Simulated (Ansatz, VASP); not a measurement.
**Ti: VASP beside Ansatz**

```
Ti
1.0
    -1.26342    1.66342    1.66342
     1.66342   -1.26342    1.66342
     1.66342    1.66342   -1.26342
Ti
1
Direct
  0.00000 0.00000 0.00000
```

Alike in both runs: task single point; functional PBEsol; k mesh 22 × 22 × 22; occupations gaussian, width 0.15 eV; no spin polarisation.

|  | VASP | Ansatz |
| --- | --- | --- |
| version | VASP 6.6.1 | Ansatz 0.2.0 |
| potentials or method | VASP PAW PBE potentials, release 64 (Ti_sv), cutoff 520 eV | scalar-relativistic, plane waves, PAW |
| valence electrons in the cell | 12 | 12 |

```csv
,VASP,Ansatz,Ansatz less VASP
gap on the k mesh at the Fermi level (eV),none,none,-
pressure (GPa),-5.1,-5.0,+0.17
"traceless stress, the component that is largest in VASP (GPa)",-6.35,-6.39,-0.044
```

VASP's potentials were made for PBE, not for PBEsol. A gap of «none» marks a metal or a gap that the smearing closes. The functional is the same, so the differences come from potentials, cutoffs and numerics.
